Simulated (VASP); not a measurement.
Input of a VASP 6.6.1 run:

POSCAR

```
CaO
1.0
    0.0000000000      2.6067317416      2.6067317416
    2.6067317416      0.0000000000      2.6067317416
    2.6067317416      2.6067317416      0.0000000000
Ca O
1 1
Direct
    0.0000000000      0.0000000000      0.0000000000
    0.2500000000      0.2500000000      0.2500000000
```

The input INCAR.step1:

```
PREC     = Accurate       # precision mode
ENCUT    = 520            # plane-wave cutoff, eV
EDIFF    = 1E-5           # SCF threshold, eV
ISMEAR   = 0              # smearing method
SIGMA    = 0.01           # smearing width, eV
LREAL    = F              # projectors in reciprocal space
LASPH    = T              # aspherical terms in the spheres
NELM     = 80             # most SCF steps
ALGO     = Normal         # electronic algorithm
ISIF     = 2              # what is computed and relaxed
LWAVE    = T              # write WAVECAR
NBANDS   = 15             # bands
GGA      = PE             # functional
```

The input INCAR.step2:

```
PREC     = Accurate       # precision mode
ENCUT    = 520            # plane-wave cutoff, eV
EDIFF    = 1E-6           # SCF threshold, eV
ISMEAR   = 0              # smearing method
SIGMA    = 0.01           # smearing width, eV
LREAL    = F              # projectors in reciprocal space
LASPH    = T              # aspherical terms in the spheres
NELM     = 80             # most SCF steps
ALGO     = Normal         # electronic algorithm
ISIF     = 2              # what is computed and relaxed
LWAVE    = F              # write WAVECAR
LCHARG   = T              # write CHGCAR
GGA      = PE             # functional
LHFCALC  = T              # exact exchange
AEXX     = 0.05           # exact-exchange fraction
HFSCREEN = 0.1            # screening, 1/A
PRECFOCK = Normal       
LELF     = T              # ELF
LVHAR    = T            
NBANDS   = 15             # bands
ISTART   = 1
```

File KPOINTS:

```
Automatic mesh
0
Gamma
  4 4 4
```

Potentials or basis: VASP PAW PBE potentials, release 64 (Ca_sv, O).

Run with:

```console
$ cat potpaw_PBE.64/Ca_sv/POTCAR potpaw_PBE.64/O/POTCAR > POTCAR
$ cp INCAR.step1 INCAR
$ mpirun -np 1 vasp_std > vasp.out
$ cp INCAR.step2 INCAR
$ mpirun -np 1 vasp_std > vasp.out
```

(1) Predict the pressure.

(2) Estimate the band gap on the k mesh.

Answers

(1) 1.6 GPa.

(2) 3.67 eV (least direct gap 4.29 eV).

Caveat: the k points lie up to 0.52 Å⁻¹ apart; the structure was generated, so it needn't be the stable form of CaO; the PAW data sets were made with another functional, which shifts forces and pressure a little.
